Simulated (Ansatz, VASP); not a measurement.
## SnSe2: VASP beside Ansatz

```
Sn Se
1.0
     3.81100    0.00000    0.00000
    -1.90550    3.30042    0.00000
     0.00000    0.00000    6.13600
Sn Se
1 2
Direct
  0.00000 0.00000 0.00000
  0.66667 0.33333 0.75100
  0.33333 0.66667 0.24900
```

Alike in both runs: functional PBE0; k mesh 6 × 6 × 4; occupations fermi-dirac, width 0.05 eV; no spin polarisation.

|  | VASP | Ansatz |
| --- | --- | --- |
| version | VASP 6.6.1 | Ansatz 0.2.0 |
| potentials or method | VASP PAW PBE potentials, release 64 (Sn_d, Se) | Ansatz PAW |
| plane-wave cutoff (eV) | 400 | 420 |
| valence electrons in the cell | 26 | 46 |
| task | single point | band structure |

Ansatz gave:

```
gap on the k mesh at the Fermi level (eV)                     : 2.20
least direct gap on the mesh (eV)                             : 2.55
pressure (GPa)                                                : 2.6
traceless stress, the component that is largest in VASP (GPa) : 1.01
rms of the force components (eV/Å)                            : 0.147
```

Problem. What did VASP give for the same quantities?

Solution. gap on the k mesh at the Fermi level (eV): 2.22; least direct gap on the mesh (eV): 2.56; pressure (GPa): 2.4; traceless stress, the component that is largest in VASP (GPa): 0.99; rms of the force components (eV/Å): 0.142.

Atom by atom the forces differ by 0.005 eV/Å (rms over components). The functional is the same, so the differences come from potentials, cutoffs and numerics. VASP's potentials hold 26 valence electrons a cell and Ansatz's 46, so a difference there can come from the potentials and not from the codes.

Noted on Ansatz's run: the k mesh misses the band edges, so the gap on the mesh is wider than the one along the path.
